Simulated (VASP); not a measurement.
Wanted: the native input for a VASP 6.6.1 run.

| Quantity | Value |
| --- | --- |
| Task | relaxation of cell and atoms |
| Functional | PBE |
| Dispersion | D3(BJ) |
| Potentials or basis | VASP PAW PBE potentials, release 64 (Ti_sv, O) |
| Cutoff | 600 eV |
| k mesh | 6 × 6 × 9 |
| Occupations | fermi-dirac, width 0.05 eV |
| Spin | no spin polarisation |
| Dipole correction | no |
| Further INCAR settings | ALGO = Normal; EDIFF = 1e-07; IBRION = 2; EDIFFG = -0.01; NSW = 60; ISIF = 3 |

The structure of TiO2 lies in POSCAR:

```
TiO2
1.0
    4.5998373239      0.0000000000      0.0000000000
    0.0000000000      4.5998373239      0.0000000000
    0.0000000000      0.0000000000      2.9592135600
Ti O
2 4
Direct
    0.0000000000      0.0000000000      0.5000000000
    0.5000000000      0.5000000000      0.0000000000
    0.3043213200      0.3043213200      0.5000000000
    0.1956786800      0.8043213200      0.0000000000
    0.8043213200      0.1956786800      0.0000000000
    0.6956786800      0.6956786800      0.5000000000
```

One way to write it, as run:

INCAR

```
SYSTEM = TiO2
ALGO = Normal
EDIFF = 1E-7
EDIFFG = -0.01
ENCUT = 600
GGA = PE
IBRION = 2
ISIF = 3
ISMEAR = -1
IVDW = 12
LASPH = .True.
LCHARG = .False.
LREAL = .False.
LWAVE = .False.
NELM = 100
NSW = 60
PREC = Accurate
SIGMA = 0.05
```

KPOINTS

```
k-points
0
Gamma
  6 6 9
  0 0 0
```

Potentials or basis: VASP PAW PBE potentials, release 64 (Ti_sv, O).

Run with:

```sh
$ cat potpaw_PBE.64/Ti_sv/POTCAR potpaw_PBE.64/O/POTCAR > POTCAR
$ mpirun -np 1 vasp_std > vasp.out
```

Results of the run:

```
Relaxed volume                        : 10.47 Å³/atom
Relaxed cell                          : a = 4.609 Å, b = 4.609 Å, c = 2.958 Å, α = 90.00°, β = 90.00°, γ = 90.00°
Space group after relaxing (to 0.1 Å) : P4_2/mnm (No. 136)
Energy gained by relaxing             : 0.1 meV/atom
Ionic steps                           : 4
Pressure after relaxing               : 0.0 GPa
Band gap on the k mesh                : 1.83 eV
Dispersion energy per atom            : -0.247 eV
```

Wall time 2.8 min on 1 thread of AMD EPYC 9R45 96-Core Processor (Zen 5), with other jobs on the host, peak memory 0.23 GiB.
